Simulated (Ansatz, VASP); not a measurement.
# Ni: VASP beside Ansatz

INCAR

```
PREC = Accurate
ENCUT = 520
EDIFF = 1E-6
ISMEAR = -1
SIGMA = 0.1
LREAL = F
LASPH = T
NELM = 150
ALGO = Normal
ISIF = 2
LWAVE = F
LCHARG = T
ISPIN = 2
MAGMOM = 1.5 1.5
LORBIT = 11
LMAXMIX = 4
GGA = PS
LELF = T
LVHAR = T
NBANDS = 21
```

KPOINTS

```
regular mesh
0
Gamma
  13 13 7
```

File POSCAR:

```
Ni
1.0
    2.3852252863      0.0000000000      0.0000000000
   -1.1926121560      2.0656655874      0.0000000000
    0.0000000000      0.0000000000      3.9683306194
Ni
2
Direct
    0.3333333333      0.6666666667      0.2500000000
    0.6666666667      0.3333333333      0.7500000000
```

Input for Ansatz:

```yaml
crystal:
  lattice:
    - [2.3852252862929255, 0.0, 0.0]
    - [-1.1926121559726726, 2.0656655873761465, 0.0]
    - [0.0, 0.0, 3.968330619367595]
  atoms:
    - { symbol: Ni, position: [0.3333333333333333, 0.6666666666666666, 0.25], spin: 1.5 }
    - { symbol: Ni, position: [0.6666666666666666, 0.3333333333333333, 0.75], spin: 1.5 }
basis:
  ecutwfc: 500.0
kpoints:
  mp_grid:
    grid: [13, 13, 7]
hamiltonian:
  xc: pbesol
  pseudopotentials:
    kind: paw
magnetization:
  spin_polarized: true
scf:
  occupations:
    method: fermi_dirac
    width: 0.1
output:
  stress: true
```

Alike in both runs: task single point; functional PBEsol; k mesh 13 × 13 × 7; occupations fermi-dirac, width 0.1 eV; collinear spin.

```csv
,VASP,Ansatz
version,VASP 6.6.1,Ansatz 0.2.0
potentials or method,"VASP PAW PBE potentials, release 64 (Ni), cutoff 520 eV","plane waves, PAW"
valence electrons in the cell,20,36
```

```tsv
	VASP	Ansatz	Ansatz less VASP
pressure (GPa)	16.8	17.2	+0.40
traceless stress, the component that is largest in VASP (GPa)	-3.28	-3.29	-0.006
net moment per atom (μB)	0.59	0.60	+0.010
size of the moment on the site where the two differ most (μB)	0.59	0.63	+0.040
```

VASP's potentials were made for PBE, not for PBEsol. Site moments also hang on the region over which each program counts them. VASP's potentials hold 20 valence electrons a cell and Ansatz's 36, so a difference there can come from the potentials and not from the codes.
